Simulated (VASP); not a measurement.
A run of VASP 6.6.1 is set up as follows.

File POSCAR:

```
Ga4SbP3
1.0
    5.6236637155      0.0000000000      0.0000000000
    0.0000000000      5.6236637155      0.0000000000
    0.0000000000      0.0000000000      5.6236637155
P Ga Sb
3 4 1
Direct
    0.5000000000      0.0000000000      0.0000000000
    0.0000000000      0.5000000000      0.0000000000
    0.0000000000      0.0000000000      0.5000000000
    0.2377313489      0.7622686511      0.7622686511
    0.7622686511      0.2377313489      0.7622686511
    0.7622686511      0.7622686511      0.2377313489
    0.2377313489      0.2377313489      0.2377313489
    0.5000000000      0.5000000000      0.5000000000
```

File INCAR.step1:

```
SYSTEM = Ga4SbP3
PREC = Accurate
ENCUT = 520
ISMEAR = 0
SIGMA = 0.01
LREAL = .False.
LASPH = .True.
NELM = 80
NBANDS = 46
GGA = PE
ALGO = Normal
EDIFF = 1E-4
LWAVE = .True.
LCHARG = .False.
```

INCAR.step2

```
SYSTEM = Ga4SbP3
PREC = Accurate
ENCUT = 520
EDIFF = 1E-6
ISMEAR = 0
SIGMA = 0.01
LREAL = .False.
LASPH = .True.
NELM = 80
ALGO = Normal
ISIF = 2
LWAVE = .False.
LCHARG = .False.
METAGGA = R2SCAN
LMIXTAU = .True.
NBANDS = 46
ISTART = 1
```

The input KPOINTS:

```
Automatic mesh
0
Gamma
  4 4 4
  0 0 0
```

Potentials or basis: VASP PAW PBE potentials, release 64 (P, Ga_d, Sb).

Command:

```sh
$ cat potpaw_PBE.64/P/POTCAR potpaw_PBE.64/Ga_d/POTCAR potpaw_PBE.64/Sb/POTCAR > POTCAR
$ cp INCAR.step1 INCAR
$ mpirun -np 1 vasp_std > vasp.out
$ cp INCAR.step2 INCAR
$ mpirun -np 1 vasp_std > vasp.out
```

(1) Estimate the largest force.

(2) Predict the pressure.

(3) Predict the band gap on the k mesh.

Results:

(1) 0.018 eV/Å.

(2) 0.0 GPa.

(3) 0.73 eV.

Caveat: the PAW data sets were made with another functional, which shifts forces and pressure a little; spin-orbit coupling is left out, which moves the levels of the heavy elements.
